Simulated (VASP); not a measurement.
A run of VASP 6.6.1 is set up as follows.

INCAR

```
SYSTEM = TiSi2
ALGO = Normal
EDIFF = 1E-7
ENCUT = 520
GGA = RE
ISIF = 2
ISMEAR = -1
IVDW = 13
LASPH = .TRUE.
LCHARG = .FALSE.
LREAL = .FALSE.
LWAVE = .FALSE.
NBANDS = 29
NELM = 80
PREC = Accurate
SIGMA = 0.05
```

Contents of KPOINTS:

```
k-points
0
G
  7 7 7
  0 0 0
```

POSCAR

```
TiSi2
1.0
    0.0000000000      4.0568652524      4.2456806966
    2.3668374256      0.0000000000      4.2456806966
    2.3668374256      4.0568652524      0.0000000000
Ti Si
2 4
Direct
    0.7500000000      0.7500000000      0.7500000000
    0.5000000000      0.5000000000      0.5000000000
    0.4132975604      0.0867024396      0.4132975604
    0.0867024396      0.4132975604      0.0867024396
    0.1632975604      0.8367024396      0.1632975604
    0.8367024396      0.1632975604      0.8367024396
```

Potentials or basis: VASP PAW PBE potentials, release 64 (Ti_sv, Si).

Launch:

```sh
$ cat potpaw_PBE.64/Ti_sv/POTCAR potpaw_PBE.64/Si/POTCAR > POTCAR
$ mpirun -np 1 vasp_std > vasp.out
```

**Question.** Estimate the pressure.

**Answer.** -0.3 GPa.

**Question.** Predict the dispersion energy per atom.

**Answer.** -0.705 eV.

Caveat: the PAW data sets were made with another functional, which shifts forces and pressure a little; pairwise dispersion overbinds metals, which lowers pressure and volume.
